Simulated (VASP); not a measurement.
ZnSe (Stilleite):

```
CELL_PARAMETERS angstrom
0.00000 2.83380 2.83380
2.83380 0.00000 2.83380
2.83380 2.83380 0.00000
ATOMIC_POSITIONS crystal
Zn 0.00000 0.00000 0.00000
Se 0.25000 0.25000 0.25000
```

Base run:

| Item | Value |
| --- | --- |
| Program | VASP 6.6.1 |
| Functional | PBE |
| Potentials or basis | VASP PAW PBE potentials, release 64 (Zn, Se) |
| Cutoff | 500 eV |
| k mesh | 8 × 8 × 8 |
| Occupations | gaussian, width 0.01 eV |
| Spin | no spin polarisation |

Its results: band gap on the k mesh 1.29 eV, direct; pressure 2.3 GPa.

Question: After a change of settings the same cell gave: band gap on the k mesh 1.16 eV, direct; pressure 8.2 GPa. Which change was it?
A. k mesh from 8 × 8 × 8 to 4 × 4 × 4
B. k mesh from 8 × 8 × 8 to 10 × 10 × 10
C. k mesh from 8 × 8 × 8 to 2 × 2 × 2

Answer: C.

Caveats: some runs use coarse meshes.
